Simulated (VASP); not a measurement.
# Ti3I (P4/mmm) in VASP: further runs, part 2 of 2

VASP 6.6.1. Earlier steps stand in the parts before.

## Step 3: Single point, PBE

This run uses another cell than the first one, of 17.97 Å³/atom, 1.003 times its volume.

Contents of INCAR:

```
SYSTEM = Ti3I
  PREC = Accurate
  ENCUT = 520
  EDIFF = 1E-7
  ISMEAR = 0
  SIGMA = 0.1
  LREAL = .False.
  LASPH = .True.
  NELM = 100
  ALGO = Normal
  ISIF = 2
  LWAVE = .False.
  LCHARG = .False.
  GGA = PE
  NBANDS = 30
```

Contents of KPOINTS:

```
regular mesh
0
Gamma
  10 10 12
  0 0 0
```

Contents of POSCAR:

```
Ti3I
1.0
    4.4211177759      0.0000000000      0.0000000000
    0.0000000000      4.4211177759      0.0000000000
    0.0000000000      0.0000000000      3.6779970171
Ti I
3 1
Direct
    0.0000000000      0.5000000000      0.5000000000
    0.5000000000      0.0000000000      0.5000000000
    0.5000000000      0.5000000000      0.0000000000
    0.0000000000      0.0000000000      0.0000000000
```

Potentials or basis: VASP PAW PBE potentials, release 64 (Ti_sv, I).

Command:

```console
$ cat potpaw_PBE.64/Ti_sv/POTCAR potpaw_PBE.64/I/POTCAR > POTCAR
$ mpirun -np 1 vasp_std > vasp.out
```

OUTCAR:

```text
SYSTEM = Ti3I
   PREC = Accurate
   ENCUT = 520
   EDIFF = 1E-7
   ISMEAR = 0
   LREAL = .False.
   LASPH = .True.
   NELM = 100
   ISIF = 2
   GGA = PE

 ion  position               nearest neighbor table
   1  0.000  0.500  0.500-   3 2.88   4 2.88   3 2.88   4 2.88   4 2.88   4 2.88   3 2.88   3 2.88

   2  0.500  0.000  0.500-   3 2.88   4 2.88   3 2.88   4 2.88   3 2.88   3 2.88   4 2.88   4 2.88

   3  0.500  0.500  0.000-   1 2.88   2 2.88   1 2.88   2 2.88   2 2.88   2 2.88   1 2.88   1 2.88
                             4 3.13   4 3.13   4 3.13   4 3.13
   4  0.000  0.000  0.000-   1 2.88   2 2.88   1 2.88   2 2.88   1 2.88   1 2.88   2 2.88   2 2.88
                             3 3.13   3 3.13   3 3.13   3 3.13

  LATTYP: Found a simple tetragonal cell.
 ALAT       =     4.4211177759
 C/A-ratio  =     0.8319156384

  Lattice vectors:

 A1 = (   4.4211177759,   0.0000000000,   0.0000000000)
 A2 = (   0.0000000000,   4.4211177759,   0.0000000000)
 A3 = (   0.0000000000,   0.0000000000,   3.6779970171)

Analysis of symmetry for initial positions (statically):
=====================================================================
 Subroutine PRICEL returns:
 Original cell was already a primitive cell.

 Routine SETGRP: Setting up the symmetry group for a
 simple tetragonal supercell.
[... 168 lines left out ...]
  free energy    TOTEN  =       -24.22575101 eV

  energy without entropy =      -24.20607616  energy(sigma->0) =      -24.21591359

 E-fermi :  10.3989     XC(G=0): -11.5818

 val. band max:       10.3971435119   @ k =   0.5000   0.4000   0.2500
 cond. band min:      10.3992501337   @ k =   0.4000   0.2000   0.3333
 fundamental gap:      0.0021066218
 Fermi energy:        10.3988764095

 k-point     1 :       0.0000    0.0000    0.0000
  band No.  band energies     occupation
      1     -46.3516      2.00000
      2     -46.2993      2.00000
      3     -46.0733      2.00000
      4     -22.8418      2.00000
      5     -22.8418      2.00000
      6     -22.7372      2.00000
[... 781 lines left out ...]
     29      12.8536      0.00000
     30      13.3139      0.00000

 [... further k-points ...]
[... 5 lines left out ...]
  --------------------------------------------------------------------------------------
  -------------------------------------------------------------------------------------
  Total       -0.0570188     -0.0570188     -0.0403468      0.0000000     -0.0000000      0.0000000
  in kB       -1.2707299     -1.2707299     -0.8991754      0.0000000     -0.0000000      0.0000000
  external PRESSURE =      -1.1468784 kB  Pullay stress =       0.0000000 kB

 VOLUME and BASIS-vectors are now :
 -----------------------------------------------------------------------------
  energy-cutoff  :      520.00
  volume of cell :       71.89
      direct lattice vectors                 reciprocal lattice vectors
     4.421117776  0.000000000  0.000000000     0.226187143  0.000000000  0.000000000
     0.000000000  4.421117776  0.000000000     0.000000000  0.226187143  0.000000000
     0.000000000  0.000000000  3.677997017     0.000000000  0.000000000  0.271887116

 POSITION                                       TOTAL-FORCE (eV/Angst)
 -----------------------------------------------------------------------------------
      0.00000      2.21056      1.83900         0.000000      0.000000      0.000000
      2.21056      0.00000      1.83900         0.000000      0.000000      0.000000
      2.21056      2.21056      0.00000         0.000000      0.000000      0.000000
      0.00000      0.00000      0.00000         0.000000      0.000000      0.000000
 -----------------------------------------------------------------------------------
    total drift:                                0.000000      0.000000      0.000000

  FREE ENERGIE OF THE ION-ELECTRON SYSTEM (eV)
  ---------------------------------------------------
  free  energy   TOTEN  =       -24.2257510113 eV

  energy  without entropy=      -24.2060761592  energy(sigma->0) =      -24.21591359
```

OSZICAR:

```text
N       E                     dE             d eps       ncg     rms          rms(c)
DAV:   1     0.535302561066E+03    0.53530E+03   -0.21037E+04  8828   0.165E+03
DAV:   2     0.383309606399E+02   -0.49697E+03   -0.48504E+03  8862   0.509E+02
DAV:   3    -0.201417446598E+02   -0.58473E+02   -0.56772E+02 14602   0.151E+02
DAV:   4    -0.264898330377E+02   -0.63481E+01   -0.62840E+01 13642   0.444E+01
DAV:   5    -0.268009539951E+02   -0.31112E+00   -0.31076E+00 12630   0.855E+00    0.161E+01
DAV:   6    -0.248405625302E+02    0.19604E+01   -0.12591E+01 12152   0.322E+01    0.710E+00
DAV:   7    -0.250659728520E+02   -0.22541E+00   -0.10419E+01 12582   0.200E+01    0.917E+00
DAV:   8    -0.242428874693E+02    0.82309E+00   -0.69860E+00 12302   0.123E+01    0.259E+00
DAV:   9    -0.242193046103E+02    0.23583E-01   -0.29973E-01 12144   0.360E+00    0.142E+00
DAV:  10    -0.242259907364E+02   -0.66861E-02   -0.57650E-02 12574   0.150E+00    0.427E-01
DAV:  11    -0.242260084938E+02   -0.17757E-04   -0.84918E-03 12432   0.840E-01    0.162E-01
DAV:  12    -0.242258514451E+02    0.15705E-03   -0.47606E-04 13482   0.155E-01    0.971E-02
DAV:  13    -0.242257550973E+02    0.96348E-04   -0.45295E-04 11648   0.155E-01    0.387E-02
DAV:  14    -0.242257504340E+02    0.46634E-05   -0.43543E-05 11234   0.666E-02    0.699E-03
DAV:  15    -0.242257510995E+02   -0.66549E-06   -0.17311E-06 12778   0.109E-02    0.590E-03
DAV:  16    -0.242257509425E+02    0.15694E-06   -0.21941E-07  8242   0.348E-03    0.188E-03
DAV:  17    -0.242257510113E+02   -0.68721E-07   -0.37899E-08  6750   0.165E-03
   1 F= -.24225751E+02 E0= -.24215914E+02  d E =-.196749E-01
```

stdout:

```text
POSCAR found type information on POSCAR TiI
 POSCAR found :  2 types and       4 ions
 scaLAPACK will be used
 LDA part: xc-table for (Slater+PW92), standard interpolation
 POSCAR, INCAR and KPOINTS ok, starting setup
 FFT: planning ... GRIDC
 FFT: planning ... GRID_SOFT
 FFT: planning ... GRID
 WAVECAR not read
 entering main loop
```

Wall time 8.5 min (1 thread of Oxide Virtual Turin-like, shared host); peak memory 0.34 GiB.

What came out:

| Item | Value |
| --- | --- |
| Free energy | -24.2258 eV |
| Pressure | -0.1 GPa |

Caveat: spin-orbit coupling is left out, which moves the levels of the heavy elements; an odd number of electrons without spin polarisation forces a metal; a magnetic or distorted state may lie lower.
